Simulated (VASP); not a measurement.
# W (P6_3/mmc) in VASP: single point with PBE

Aim: the single point of W with PBE.

Everything below comes from runs of VASP 6.6.1. Logs are shortened: lines on timing, memory, paths and dates and some standing lists are left out, and cuts for length are marked.

### 1 The cell of the first run

Symmetry: P6_3/mmc, No. 194, hexagonal system. The conventional cell has a = 2.823 Å, b = 2.823 Å, c = 4.609 Å, α = 90.00°, β = 90.00°, γ = 120.00°. W (site symmetry -6m2) has 12 W at 2.82 Å within 3.7 Å.

### 2 Single point, PBE

INCAR

```
SYSTEM = W
ALGO     = Normal         ! electronic algorithm
EDIFF    = 1E-6           ! SCF threshold, eV
ENCUT    = 500            ! plane-wave cutoff, eV
GGA      = PE             ! functional
GGA_COMPAT= .FALSE.      
ISIF     = 2              ! what is computed and relaxed
ISMEAR   = 0              ! smearing method
LASPH    = .TRUE.         ! aspherical terms in the spheres
LCHARG   = .FALSE.        ! write CHGCAR
LREAL    = .FALSE.        ! projectors in reciprocal space
LWAVE    = .FALSE.        ! write WAVECAR
NBANDS   = 21             ! bands
NELM     = 120            ! most SCF steps
PREC     = Accurate       ! precision mode
SIGMA    = 0.1            ! smearing width, eV
```

KPOINTS

```
k-points
0
G
  9 9 4
  0 0 0
```

POSCAR

```
W
1.0
    2.8225222493      0.0000000000      0.0000000000
   -1.4112611246      2.4443759706      0.0000000000
    0.0000000000      0.0000000000      4.6091788331
W
2
Direct
    0.3333333333      0.6666666667      0.2500000000
    0.6666666667      0.3333333333      0.7500000000
```

Potentials or basis: VASP PAW PBE potentials, release 64 (W_sv).

The run is started by

```
> cat potpaw_PBE.64/W_sv/POTCAR > POTCAR
> mpirun -np 1 vasp_std > vasp.out
```

OUTCAR:

```text
SYSTEM = W
   EDIFF = 1E-6
   ENCUT = 500
   GGA = PE
   ISIF = 2
   ISMEAR = 0
   LASPH = .TRUE.
   LREAL = .FALSE.
   NELM = 120
   PREC = Accurate

 ion  position               nearest neighbor table
   1  0.333  0.667  0.250-   2 2.82   2 2.82   2 2.82   2 2.82   2 2.82   2 2.82
   2  0.667  0.333  0.750-   1 2.82   1 2.82   1 2.82   1 2.82   1 2.82   1 2.82

  LATTYP: Found a hexagonal cell.
 ALAT       =     2.8225222493
 C/A-ratio  =     1.6330000000

  Lattice vectors:

 A1 = (   2.8225222493,   0.0000000000,   0.0000000000)
 A2 = (  -1.4112611246,   2.4443759706,   0.0000000000)
 A3 = (   0.0000000000,   0.0000000000,   4.6091788331)

Analysis of symmetry for initial positions (statically):
=====================================================================
 Subroutine PRICEL returns:
 Original cell was already a primitive cell.

 Routine SETGRP: Setting up the symmetry group for a
 hexagonal supercell.

 Subroutine GETGRP returns: Found 24 space group operations
 (whereof 12 operations were pure point group operations)
 out of a pool of 24 trial point group operations.

The static configuration has the point symmetry D_3d.
 The point group associated with its full space group is D_6h.

Analysis of symmetry for dynamics (positions and initial velocities):
=====================================================================
 Subroutine PRICEL returns:
 Original cell was already a primitive cell.

 Routine SETGRP: Setting up the symmetry group for a
 hexagonal supercell.

 Subroutine GETGRP returns: Found 24 space group operations
 (whereof 12 operations were pure point group operations)
 out of a pool of 24 trial point group operations.

The dynamic configuration has the point symmetry D_3d.
 The point group associated with its full space group is D_6h.

 Subroutine INISYM returns: Found 24 space group operations
 (whereof 12 operations are pure point group operations),
 and found     1 'primitive' translations

----------------------------------------------------------------------------------------

                                     Primitive cell

  volume of cell :      31.8001

  direct lattice vectors                    reciprocal lattice vectors
     2.822522249  0.000000000  0.000000000     0.354293044  0.204551184  0.000000000
    -1.411261125  2.444375971  0.000000000     0.000000000  0.409102369  0.000000000
[... 77 lines left out ...]
   ISTART =      0    job   : 0-new  1-cont  2-samecut
   ICHARG =      2    charge: 1-file 2-atom 10-const
   ISPIN  =      1    spin polarized calculation?
   LNONCOLLINEAR =      F non collinear calculations
   LSORBIT =      F    spin-orbit coupling
   LASPH  =      T    aspherical Exc in radial PAW
   ENCUT  =  500.0 eV  36.75 Ry    6.06 a.u.   5.15  5.15  8.40*2*pi/ulx,y,z
   NELM   =    120;   NELMIN=  2; NELMDL= -5     # of ELM steps
   EDIFF  = 0.1E-05   stopping-criterion for ELM
   LREAL  =      F    real-space projection
   EDIFFG = 0.1E-04   stopping-criterion for IOM
   NSW    =      0    number of steps for IOM
   IBRION =     -1    ionic relax: 0-MD 1-quasi-New 2-CG
   NFREE  =      0    steps in history (QN), initial steepest desc. (CG)
   ISIF   =      2    stress and relaxation
   ISYM   =      2    0-nonsym 1-usesym 2-fastsym
   POTIM  = 0.5000    time-step for ionic-motion
   TEBEG  =    0.0;   TEEND  =   0.0 temperature during run
   PSTRESS=    0.0 pullay stress
   NELECT =      28.0000    total number of electrons
   NUPDOWN=      -1.0000    fix difference up-down
   EMIN   =  10.00;   EMAX   =-10.00  energy-range for DOS
   EFERMI =   0.00;   METHOD = LEGACY
   ISMEAR =     0;   SIGMA  =   0.10  broadening in eV -4-tet -1-fermi 0-gaus
   EFERMI_NEDOS =   21; number of points for ismear=-14 and -15
   IALGO  =     38    algorithm
   IMIX   =      4    mixing-type and parameters
     AMIX     =   0.40;   BMIX     =  1.00
     AMIX_MAG =   1.60;   BMIX_MAG =  1.00
  volume/ion in A,a.u.               =      15.90       107.30
  Fermi-wavevector in a.u.,A,eV,Ry     =   1.569102  2.965173 33.498650  2.462081
  Thomas-Fermi vector in A             =   2.671034
   LORBIT       =      0    0 simple, 1 ext, 2 COOP (PROOUT), +10 PAW based schemes
   GGA     = PE    functional components
   LHFCALC =     F    Hartree Fock is set to
   AEXX    =    0.0000 exact exchange contribution
   IVDW    =     0    specifies the selected vdW correction
   LEPSILON=     F    determine dielectric tensor
   LRPA    =     F    only Hartree local field effects (RPA)
 non-spin polarized calculation
 Gauss-broadening in eV      SIGMA  =   0.10
  energy-cutoff  :      500.00
  volume of cell :       31.80
 maximum number of plane-waves:       820
 NGX is ok and might be reduce to    24
   NGX = 11   NGY = 11   NGZ = 17

 number of electron      28.0000003 magnetization

 Free energy of the ion-electron system (eV)
  ---------------------------------------------------
  ext. energy  EPLUGINS =         0.00000000
  ---------------------------------------------------
  free energy    TOTEN  =       -24.74660689 eV

  energy without entropy =      -24.73188220  energy(sigma->0) =      -24.73924455

 E-fermi :  10.9217     XC(G=0): -13.6113

 val. band max:       10.9036202347   @ k =   0.1111   0.1111   0.0000
 cond. band min:      10.9464252761   @ k =   0.4444   0.0000   0.2500
 fundamental gap:      0.0428050414
 Fermi energy:        10.9216726494

 k-point     1 :       0.0000    0.0000    0.0000
  band No.  band energies     occupation
      1     -62.6661      2.00000
      2     -62.5433      2.00000
      3     -27.5254      2.00000
      4     -26.4308      2.00000
      5     -26.4308      2.00000
      6     -26.2606      2.00000
[... 565 lines left out ...]
     20      18.6046      0.00000
     21      21.7062      0.00000

 [... further k-points ...]
[... 5 lines left out ...]
  --------------------------------------------------------------------------------------
  -------------------------------------------------------------------------------------
  Total        0.9763580      0.9763580      4.5465290      0.0000000      0.0000000      0.0000000
  in kB       49.1915751     49.1915751    229.0665159      0.0000000      0.0000000      0.0000000
  external PRESSURE =     109.1498887 kB  Pullay stress =       0.0000000 kB

 VOLUME and BASIS-vectors are now :
 -----------------------------------------------------------------------------
  energy-cutoff  :      500.00
  volume of cell :       31.80
      direct lattice vectors                 reciprocal lattice vectors
     2.822522249  0.000000000  0.000000000     0.354293044  0.204551184  0.000000000
    -1.411261125  2.444375971  0.000000000     0.000000000  0.409102369  0.000000000
     0.000000000  0.000000000  4.609178833     0.000000000  0.000000000  0.216958386

 POSITION                                       TOTAL-FORCE (eV/Angst)
 -----------------------------------------------------------------------------------
     -0.00000      1.62958      1.15229        -0.000000      0.000000      0.000000
      1.41126      0.81479      3.45688         0.000000     -0.000000      0.000000
 -----------------------------------------------------------------------------------
    total drift:                                0.000000     -0.000000      0.000000

  FREE ENERGIE OF THE ION-ELECTRON SYSTEM (eV)
  ---------------------------------------------------
  free  energy   TOTEN  =       -24.7466068946 eV

  energy  without entropy=      -24.7318821962  energy(sigma->0) =      -24.73924455
```

OSZICAR:

```text
N       E                     dE             d eps       ncg     rms          rms(c)
DAV:   1     0.286330993823E+03    0.28633E+03   -0.16628E+04  1512   0.153E+03
DAV:   2    -0.165841958833E+02   -0.30292E+03   -0.29601E+03  1633   0.458E+02
DAV:   3    -0.258124345116E+02   -0.92282E+01   -0.90576E+01  1723   0.809E+01
DAV:   4    -0.258989915901E+02   -0.86557E-01   -0.86514E-01  1622   0.833E+00
DAV:   5    -0.258999148556E+02   -0.92327E-03   -0.92326E-03  1690   0.867E-01    0.284E+01
DAV:   6    -0.249944407429E+02    0.90547E+00   -0.11107E+00  1649   0.101E+01    0.115E+01
DAV:   7    -0.247550848671E+02    0.23936E+00   -0.60935E-01  1678   0.689E+00    0.623E-01
DAV:   8    -0.247467052944E+02    0.83796E-02   -0.11181E-02  1537   0.107E+00    0.103E-01
DAV:   9    -0.247466035273E+02    0.10177E-03   -0.32059E-04  1816   0.150E-01    0.544E-02
DAV:  10    -0.247466054623E+02   -0.19350E-05   -0.22117E-05  1638   0.475E-02    0.217E-02
DAV:  11    -0.247466072491E+02   -0.17868E-05   -0.11436E-06  1075   0.776E-03    0.101E-03
DAV:  12    -0.247466068946E+02    0.35446E-06   -0.51180E-08   796   0.217E-03
   1 F= -.24746607E+02 E0= -.24739245E+02  d E =-.147247E-01
```

It took 14 s on 1 thread of Intel Xeon Platinum 8488C (Sapphire Rapids), shared host; peak memory 0.16 GiB.

What came out:

- Free energy: -24.7466 eV
- Pressure: 10.9 GPa
- Band gap on the k mesh: zero (band 14 reaches 12.06 eV, above the bottom of band 15 at 10.30 eV)

Caveat: spin-orbit coupling is left out, which moves the levels of the heavy elements.
